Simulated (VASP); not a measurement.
Al2O3: single point with LDA

The system is Al2O3.

```xyz
10
Lattice="2.3803 1.3742 4.3319 -2.3803 1.3742 4.3319 0.0000 -2.7485 4.3319" Properties=species:S:1:pos:R:3 pbc="T T T"
Al    0.0000    0.0000   11.0743
Al    0.0000    0.0000    8.4191
Al    0.0000    0.0000    1.9213
Al    0.0000    0.0000    4.5765
O    -1.6503   -0.1099    5.4148
O     0.7300    1.4841    5.4148
O     0.9203   -1.3742    5.4148
O     1.6503    0.1099    7.5808
O    -0.7300   -1.4841    7.5808
O    -0.9203    1.3742    7.5808
```

```
Program                : VASP 6.6.1
Task                   : single point
Functional             : LDA
Potentials or basis    : VASP PAW LDA potentials, release 64 (Al, O)
Cutoff                 : 520 eV
k mesh                 : 7 × 7 × 7
Occupations            : fermi-dirac, width 0.05 eV
Spin                   : no spin polarisation
Dipole correction      : no
Further INCAR settings : ALGO = Normal; EDIFF = 1e-07; NBANDS = 35
```

```yaml
Pressure: -4.5 GPa
Largest_force: 0.124 eV/Å
Band_gap_on_the_k_mesh: 6.17 eV
```

Forces in eV/Å, atoms in the order of the input:
```
Al   0.000  0.000 -0.058
Al   0.000  0.000  0.058
Al   0.000  0.000  0.058
Al   0.000  0.000 -0.058
O   -0.062 -0.107  0.000
O   -0.062  0.107  0.000
O    0.124  0.000  0.000
O    0.062  0.107  0.000
O    0.062 -0.107  0.000
O   -0.124  0.000  0.000
```

Stress tensor (GPa, compression positive):
```
-4.38  0.00  0.00
 0.00 -4.38  0.00
 0.00  0.00 -4.80
```

Levels at points of the mesh, in eV from the valence-band top:
| k point | band 21 | band 22 | band 23 | band 24 | band 25 | band 26 | band 27 | band 28 |
| --- | --- | --- | --- | --- | --- | --- | --- | --- |
| (0.00, 0.00, 0.00) | -0.50 | -0.04 | -0.04 | 0.00 | 6.17 | 8.95 | 10.50 | 11.33 |

Wall time 4.5 min on 1 thread of Intel Xeon 8259CL, with other jobs on the host, peak memory 0.24 GiB.

Caveat: the cell stands under tension. A k mesh can miss the band edges.
